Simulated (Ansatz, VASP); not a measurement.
## Two plane-wave programs on Ge

Contents of INCAR:

```
  PREC = Accurate
  ENCUT = 520
  EDIFF = 1E-6
  ISMEAR = 0
  SIGMA = 0.15
  LREAL = F
  LASPH = T
  NELM = 80
  ALGO = Normal
  ISIF = 2
  LWAVE = F
  LCHARG = F
  GGA = PE
  NBANDS = 21
```

KPOINTS

```
regular mesh
0
Gamma
  14 14 14
```

File POSCAR:

```
Ge
1.0
   -0.0864160431      2.8805347716      2.9957561625
    2.8805347716     -0.0864160431      2.9957561625
    2.7941187285      2.7941187285      0.0000000000
Ge
2
Direct
    0.5000000000      0.5000000000      0.5000000000
    0.7500000000      0.7500000000      0.7500000000
```

Input for Ansatz:

```yaml
crystal:
  lattice:
    - [-0.0864160431, 2.8805347716, 2.9957561625]
    - [2.8805347716, -0.0864160431, 2.9957561625]
    - [2.7941187285, 2.7941187285, 0.0]
  atoms:
    - { symbol: Ge, position: [0.5, 0.5, 0.5] }
    - { symbol: Ge, position: [0.75, 0.75, 0.75] }
basis:
  ecutwfc: 420
kpoints:
  mp_grid: { grid: [14, 14, 14] }
hamiltonian:
  xc: pbe
scf:
  occupations: { method: gaussian, width: 0.15 }
output:
  forces: true
  stress: true
  eigenvalues: true
```

Change from the starting cell: engineering shear strain xy -0.0600, normal strain along z +0.0400.

Alike in both runs: task single point; functional PBE; k mesh 14 × 14 × 14; occupations gaussian, width 0.15 eV; no spin polarisation.

|  | VASP | Ansatz |
| --- | --- | --- |
| version | VASP 6.6.1 | Ansatz 0.2.0 |
| potentials or method | VASP PAW PBE potentials, release 64 (Ge_d), cutoff 520 eV | scalar-relativistic, plane waves, PAW |
| valence electrons in the cell | 28 | 28 |

VASP gave:

- gap on the k mesh at the Fermi level (eV): none
- pressure (GPa): -1.8
- traceless stress, the component that is largest in VASP (GPa): 3.87
- rms of the force components (eV/Å): 0.214

Q: Which values does Ansatz return?

A: gap on the k mesh at the Fermi level (eV): none; pressure (GPa): -1.8; traceless stress, the component that is largest in VASP (GPa): 3.88; rms of the force components (eV/Å): 0.215.

Atom by atom the forces differ by 0.001 eV/Å (rms over components). A gap of «none» marks a metal or a gap that the smearing closes. The functional is the same, so the differences come from potentials, cutoffs and numerics.
